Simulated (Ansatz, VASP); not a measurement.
# Al2O3: VASP beside Ansatz

```
CELL_PARAMETERS angstrom
-2.79769 2.79769 9.69147
2.79769 -2.79769 9.69147
2.79769 2.79769 -9.69147
ATOMIC_POSITIONS crystal
Al 0.08333 0.08333 0.00000
Al 0.83333 0.33333 0.50000
Al 0.91667 0.91667 0.00000
Al 0.66667 0.16667 0.50000
O 0.00000 0.00000 0.00000
O 0.37500 0.12500 0.25000
O 0.87500 0.12500 0.75000
O 0.87500 0.12500 0.25000
O 0.87500 0.62500 0.75000
O 0.75000 0.25000 0.50000
```

Alike in both runs: task relaxation of cell and atoms; functional PBE; k mesh 4 × 4 × 4; occupations gaussian, width 0.1 eV; no spin polarisation.

|  | VASP | Ansatz |
| --- | --- | --- |
| version | VASP 6.6.1 | Ansatz 0.2.0 |
| potentials or method | VASP PAW PBE potentials, release 64 (Al, O), cutoff 600 eV | scalar-relativistic, plane waves, PAW |
| valence electrons in the cell | 48 | 48 |

```tsv
	VASP	Ansatz	Ansatz less VASP
gap on the k mesh at the Fermi level, each at its own relaxed structure (eV)	3.41	3.43	+0.019
relaxed volume (Å³/atom)	34.54	34.47	-0.070
relaxed cell length with the largest relative difference (Å)	10.917	10.900	-0.0164
```
